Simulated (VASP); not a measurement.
Write the native input for VASP 6.6.1 that does the following.

```
Task                   : single point
Functional             : PBE
Potentials or basis    : VASP PAW PBE potentials, release 64 (B, C, Br)
Cutoff                 : 520 eV
k mesh                 : 6 × 6 × 4
Occupations            : gaussian, width 0.1 eV
Spin                   : no spin polarisation
Dipole correction      : no
Further INCAR settings : ALGO = Normal; EDIFF = 1e-06; NBANDS = 21
```

The structure of B3C2Br lies in POSCAR:

```
B3C2Br
1.0
    2.7360057003      0.0000000000      0.0000000000
   -1.3680028501      2.3694504413      0.0000000000
    0.0000000000      0.0000000000     10.9424724781
B C Br
3 2 1
Direct
    0.6666666667      0.3333333333      0.3585667477
    0.3333333333      0.6666666667      0.6414332523
    0.0000000000      0.0000000000      0.5000000000
    0.6666666667      0.3333333333      0.6367468666
    0.3333333333      0.6666666667      0.3632531334
    0.0000000000      0.0000000000      0.0000000000
```

The cell was generated, and may not be a known phase.

The input as run:

INCAR

```
SYSTEM = B3C2Br
PREC     = Accurate       ! precision mode
ENCUT    = 520            ! plane-wave cutoff, eV
EDIFF    = 1E-6           ! SCF threshold, eV
ISMEAR   = 0              ! smearing method
SIGMA    = 0.1            ! smearing width, eV
LREAL    = .False.        ! projectors in reciprocal space
LASPH    = .True.         ! aspherical terms in the spheres
NELM     = 60             ! most SCF steps
ALGO     = Normal         ! electronic algorithm
ISIF     = 2              ! what is computed and relaxed
LWAVE    = .False.        ! write WAVECAR
LCHARG   = .False.        ! write CHGCAR
GGA      = PE             ! functional
NBANDS   = 21             ! bands
```

KPOINTS

```
Automatic mesh
0
Gamma
  6 6 4
  0 0 0
```

Potentials or basis: VASP PAW PBE potentials, release 64 (B, C, Br).

Command:

```console
$ cat potpaw_PBE.64/B/POTCAR potpaw_PBE.64/C/POTCAR potpaw_PBE.64/Br/POTCAR > POTCAR
$ mpirun -np 1 vasp_std > vasp.out
```

It gave:

| Property | Result |
| --- | --- |
| Pressure | 0.2 GPa |
| Largest force | 0.019 eV/Å |
| Band gap on the k mesh | zero (bands 12 and 13 overlap by 3.63 eV) |

Caveat: the k points lie up to 0.44 Å⁻¹ apart, too coarse for converged energies and pressures of a metal; this functional lacks dispersion, which binds layers or chains, so the pressure and a relaxed spacing across them are unreliable.

It took 48 s on 1 thread of Oxide Virtual Turin-like Processor (shared host), peak memory 0.15 GiB.
